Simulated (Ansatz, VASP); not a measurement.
## MoS2: VASP beside Ansatz

```
CELL_PARAMETERS angstrom
3.19090 0.00000 0.00000
-1.59545 2.76340 0.00000
0.00000 0.00000 6.73233
ATOMIC_POSITIONS crystal
Mo 0.00000 0.00000 0.00000
S 0.33333 0.66667 0.23579
S 0.33333 0.66667 0.76421
```

Alike in both runs: task single point; functional PBE; dispersion D3(BJ); k mesh 12 × 12 × 6; occupations gaussian, width 0.05 eV; no spin polarisation.

|  | VASP | Ansatz |
| --- | --- | --- |
| version | VASP 6.6.1 | Ansatz 0.2.0 |
| potentials or method | VASP PAW PBE potentials, release 64 (Mo_sv, S), cutoff 500 eV | scalar-relativistic, plane waves, PAW |
| valence electrons in the cell | 26 | 26 |

Ansatz gave:

```
gap on the k mesh at the Fermi level (eV)                     : 1.20
least direct gap on the mesh (eV)                             : 1.67
pressure (GPa)                                                : -5.1
traceless stress, the component that is largest in VASP (GPa) : -0.40
rms of the force components (eV/Å)                            : 0.285
```

Problem. Estimate VASP's values.

Solution. gap on the k mesh at the Fermi level (eV): 1.21; least direct gap on the mesh (eV): 1.67; pressure (GPa): -5.2; traceless stress, the component that is largest in VASP (GPa): -0.44; rms of the force components (eV/Å): 0.289.

Atom by atom the forces differ by 0.005 eV/Å (rms over components).
